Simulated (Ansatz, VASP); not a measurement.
## One calculation of Os, two programs

```
Os
1.0
     2.73410    0.00000    0.00000
    -1.36705    2.36780    0.00000
     0.00000    0.00000    4.31970
Os
2
Direct
  0.26018 0.66667 0.20370
  0.66667 0.33333 0.75000
```

Alike in both runs: task single point; functional PBE; k mesh 18 × 18 × 12; occupations gaussian, width 0.15 eV; no spin polarisation.

|  | VASP | Ansatz |
| --- | --- | --- |
| version | VASP 6.6.1 | Ansatz 0.2.0 |
| potentials or method | VASP PAW PBE potentials, release 64 (Os), cutoff 520 eV | scalar-relativistic, plane waves, PAW |
| valence electrons in the cell | 16 | 32 |

VASP gave:

```
gap on the k mesh at the Fermi level (eV)                     : none
pressure (GPa)                                                : 21.8
traceless stress, the component that is largest in VASP (GPa) : 13.04
rms of the force components (eV/Å)                            : 2.550
```

Estimate Ansatz's values.

gap on the k mesh at the Fermi level (eV): none; pressure (GPa): 21.3; traceless stress, the component that is largest in VASP (GPa): 13.31; rms of the force components (eV/Å): 2.573.

Atom by atom the forces differ by 0.024 eV/Å (rms over components). A gap of «none» marks a metal or a gap that the smearing closes. VASP's potentials hold 16 valence electrons a cell and Ansatz's 32, so a difference there can come from the potentials and not from the codes.

Spin-orbit coupling is off throughout.
